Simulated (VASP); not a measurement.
A run of VASP 6.6.1:

Contents of INCAR:

```
  ALGO = Normal
  EDIFF = 1E-6
  ENCUT = 520
  GGA = PE
  ISIF = 2
  ISMEAR = -1
  LASPH = T
  LCHARG = T
  LELF = T
  LREAL = F
  LVHAR = T
  LWAVE = F
  NBANDS = 12
  NELM = 100
  PREC = Accurate
  SIGMA = 0.05
```

File KPOINTS:

```
k-points
0
Gamma
  17 17 17
```

POSCAR

```
Ta
1.0
    0.0000000000      2.1113404737      2.1113404737
    2.1113404737      0.0000000000      2.1113404737
    2.1113404737      2.1113404737      0.0000000000
Ta
1
Direct
    0.0000000000      0.0000000000      0.0000000000
```

Potentials or basis: VASP PAW PBE potentials, release 64 (Ta_pv).

Launch:

```sh
$ cat potpaw_PBE.64/Ta_pv/POTCAR > POTCAR
$ mpirun -np 1 vasp_std > vasp.out
```

Hardware: 1 thread of Intel(R) Xeon(R) Platinum 8259CL CPU @ 2.50GHz (Skylake/Cascade Lake) (shared host).

Estimate the wall time of this run.

Wall time 22 s on 1 thread of Intel(R) Xeon(R) Platinum 8259CL CPU @ 2.50GHz (Skylake/Cascade Lake), with other jobs on the host, peak memory 0.16 GiB. Counts: scf iterations 11, k points 165.
